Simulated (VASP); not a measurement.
Write the native input for VASP 6.6.1 that does the following.

```
Task                   : single point
Functional             : PBEsol
Potentials or basis    : VASP PAW PBE potentials, release 64 (K_sv, Br)
Cutoff                 : 520 eV
k mesh                 : 6 × 6 × 4
Occupations            : fermi-dirac, width 0.02 eV
Spin                   : no spin polarisation
Dipole correction      : no
Further INCAR settings : ALGO = Normal; EDIFF = 1e-06; NBANDS = 24
```

The structure of KBr lies in POSCAR:

```
KBr
1.0
    4.5193711453      0.0000000000      0.0000000000
   -2.2596855727      3.9138902209      0.0000000000
    0.0000000000      0.0000000000      7.9673343302
K Br
2 2
Direct
    0.0000000000      0.0000000000      0.0000000000
    0.0000000000      0.0000000000      0.5000000000
    0.3333333333      0.6666666667      0.2500000000
    0.6666666667      0.3333333333      0.7500000000
```

One way to write it, as run:

INCAR

```
ALGO = Normal
EDIFF = 1E-6
ENCUT = 520
GGA = PS
ISIF = 2
ISMEAR = -1
LASPH = T
LCHARG = F
LREAL = F
LWAVE = F
NBANDS = 24
NELM = 80
PREC = Accurate
SIGMA = 0.02
```

KPOINTS

```
k-points
0
Gamma
  6 6 4
```

Potentials or basis: VASP PAW PBE potentials, release 64 (K_sv, Br).

Run with:

```sh
$ cat potpaw_PBE.64/K_sv/POTCAR potpaw_PBE.64/Br/POTCAR > POTCAR
$ mpirun -np 1 vasp_std > vasp.out
```

It gave:

The pressure is 0.0 GPa. The band gap on the k mesh is 4.26 eV, direct.

Caveat: the PAW data sets were made with another functional, which shifts forces and pressure a little.

It took 42 s on 1 thread of Intel(R) Xeon(R) 6975P-C (Granite Rapids), with other jobs on the host, peak memory 0.28 GiB.
